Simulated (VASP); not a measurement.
Here is a VASP 6.6.1 calculation.

POSCAR

```
Nb
1.0
   -1.7055487500      1.7055487500      1.6639500000
    1.7055487500     -1.7055487500      1.6639500000
    1.7055487500      1.7055487500     -1.6639500000
Nb
1
Direct
    0.0000000000      0.0000000000      0.0000000000
```

Contents of INCAR.step1:

```
SYSTEM = Nb
PREC = Accurate
ENCUT = 520
ISMEAR = 0
SIGMA = 0.15
LREAL = .False.
LASPH = .True.
NELM = 100
NBANDS = 12
GGA = PE
ALGO = Normal
EDIFF = 1E-4
LWAVE = .True.
LCHARG = .False.
```

Contents of INCAR.step2:

```
SYSTEM = Nb
PREC = Accurate
ENCUT = 520
EDIFF = 1E-6
ISMEAR = 0
SIGMA = 0.15
LREAL = .False.
LASPH = .True.
NELM = 100
ALGO = Normal
ISIF = 2
LWAVE = .False.
LCHARG = .False.
METAGGA = R2SCAN
LMIXTAU = .True.
NBANDS = 12
ISTART = 1
```

KPOINTS

```
regular mesh
0
Gamma
  20 20 20
  0 0 0
```

Potentials or basis: VASP PAW PBE potentials, release 64 (Nb_sv).

The run is started by

```bash
$ cat potpaw_PBE.64/Nb_sv/POTCAR > POTCAR
$ cp INCAR.step1 INCAR
$ mpirun -np 1 vasp_std > vasp.out
$ cp INCAR.step2 INCAR
$ mpirun -np 1 vasp_std > vasp.out
```

(1) Estimate the pressure.

Answers

(1) -11.1 GPa.

Caveat: the cell differs from its parent crystal (strain +0.025 along x and y, +0.000 along z); the PAW data sets were made with another functional, which shifts forces and pressure a little.
